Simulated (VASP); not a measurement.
A run of VASP 6.6.1:

The input INCAR:

```
  PREC = Accurate
  ENCUT = 520
  EDIFF = 1E-6
  ISMEAR = -1
  SIGMA = 0.05
  LREAL = F
  LASPH = T
  NELM = 60
  ALGO = Normal
  ISIF = 2
  LWAVE = F
  LCHARG = T
  GGA = PE
  LELF = T
  LVHAR = T
  NBANDS = 16
```

KPOINTS

```
Automatic mesh
0
Gamma
  14 14 14
```

The input POSCAR:

```
CdS
1.0
    2.7940474238      0.0000000000      0.0000000000
    0.0000000000      2.7940474238      0.0000000000
    0.0000000000      0.0000000000      2.7940474238
Cd S
1 1
Direct
    0.0000000000      0.0000000000      0.0000000000
    0.5000000000      0.5000000000      0.5000000000
```

Potentials or basis: VASP PAW PBE potentials, release 64 (Cd, S).

Launch:

```console
$ cat potpaw_PBE.64/Cd/POTCAR potpaw_PBE.64/S/POTCAR > POTCAR
$ mpirun -np 1 vasp_std > vasp.out
```

Hardware: 1 thread of Intel(R) Xeon(R) Platinum 8488C (Sapphire Rapids), on a shared host.

Task: How long does it take, and how much memory?

Result: Run time: 16 s on 1 thread of Intel(R) Xeon(R) Platinum 8488C (Sapphire Rapids), on a shared host, peak memory 0.16 GiB. Counts: scf iterations 12, k points 120.
